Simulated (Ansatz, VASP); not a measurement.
# WSe2: VASP beside Ansatz

```
CELL_PARAMETERS angstrom
3.25710 0.00000 0.00000
-1.62855 2.82073 0.00000
0.00000 0.00000 12.97000
ATOMIC_POSITIONS crystal
W 0.33333 0.66667 0.25000
W 0.66667 0.33333 0.75000
Se 0.33333 0.66667 0.62100
Se 0.66667 0.33333 0.12100
Se 0.33333 0.66667 0.87900
Se 0.66667 0.33333 0.37900
```

Change from the starting cell: equal xx and yy strain of -1 %.

Alike in both runs: task single point; functional PBEsol; k mesh 11 × 11 × 3; occupations fermi-dirac, width 0.08 eV; no spin polarisation.

|  | VASP | Ansatz |
| --- | --- | --- |
| version | VASP 6.6.1 | Ansatz 0.2.0 |
| potentials or method | VASP PAW PBE potentials, release 64 (W_sv, Se), cutoff 520 eV | all-electron LAPW, scalar-relativistic |

|  | VASP | Ansatz | Ansatz less VASP |
| --- | --- | --- | --- |
| pressure (GPa) | 1.9 | 1.5 | -0.40 |
| traceless stress, the component that is largest in VASP (GPa) | 0.12 | 0.01 | -0.108 |
| rms of the force components (eV/Å) | 0.072 | 0.044 | -0.0281 |

VASP's potentials were made for PBE, not for PBEsol. Atom by atom the forces differ by 0.028 eV/Å (rms over components). Ansatz ran all-electron here, and VASP with PAW potentials.

Spin-orbit coupling is off throughout.
